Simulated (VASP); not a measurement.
Si5PdW: single point with PBE

The system is Si5PdW.

```
CELL_PARAMETERS angstrom
3.80963 0.00000 0.00000
0.00000 3.80963 0.00000
0.00000 0.00000 7.23997
ATOMIC_POSITIONS crystal
Si 0.50000 0.00000 0.76381
Si 0.50000 0.00000 0.23619
Si 0.00000 0.50000 0.76381
Si 0.00000 0.50000 0.23619
Si 0.00000 0.00000 0.50000
Pd 0.00000 0.00000 0.00000
W 0.50000 0.50000 0.50000
```

The cell was built from a structure type or drawn by symmetry, and may not be a known phase.

* Program: VASP 6.6.1
* Task: single point
* Functional: PBE
* Potentials or basis: VASP PAW PBE potentials, release 64 (Si, Pd, W_sv)
* Cutoff: 520 eV
* k mesh: 8 × 8 × 4
* Occupations: gaussian, width 0.1 eV
* Spin: no spin polarisation

```yaml
Pressure: 0.0 GPa
Band_gap_on_the_k_mesh: zero (bands 22 and 23 overlap by 0.96 eV)
```

Stress tensor (GPa, compression positive):
```
-0.03  0.00  0.00
 0.00 -0.03  0.00
 0.00  0.00  0.08
```

Levels at points of the mesh, in eV from the Fermi level:
```csv
k point,band 20,band 21,band 22,band 23,band 24,band 25
"(0.00, 0.00, 0.00)",-2.38,-1.17,0.67,0.67,1.15,1.34
"(0.50, 0.00, 0.00)",-0.77,-0.15,-0.05,-0.02,0.62,0.89
"(0.50, 0.50, 0.00)",-2.60,-0.34,0.34,1.02,1.02,1.79
"(0.00, 0.00, 0.50)",-1.31,-1.18,0.23,0.58,0.58,0.76
"(0.50, 0.00, 0.50)",-1.05,-0.54,-0.39,-0.29,0.47,1.26
"(0.50, 0.50, 0.50)",-2.92,-0.57,-0.35,-0.06,-0.06,0.34
```

Wall time 4.6 min on 1 thread of Intel Xeon 8259CL (shared host), peak memory 0.29 GiB.

Caveat: spin-orbit coupling is left out, which moves the levels of the heavy elements.
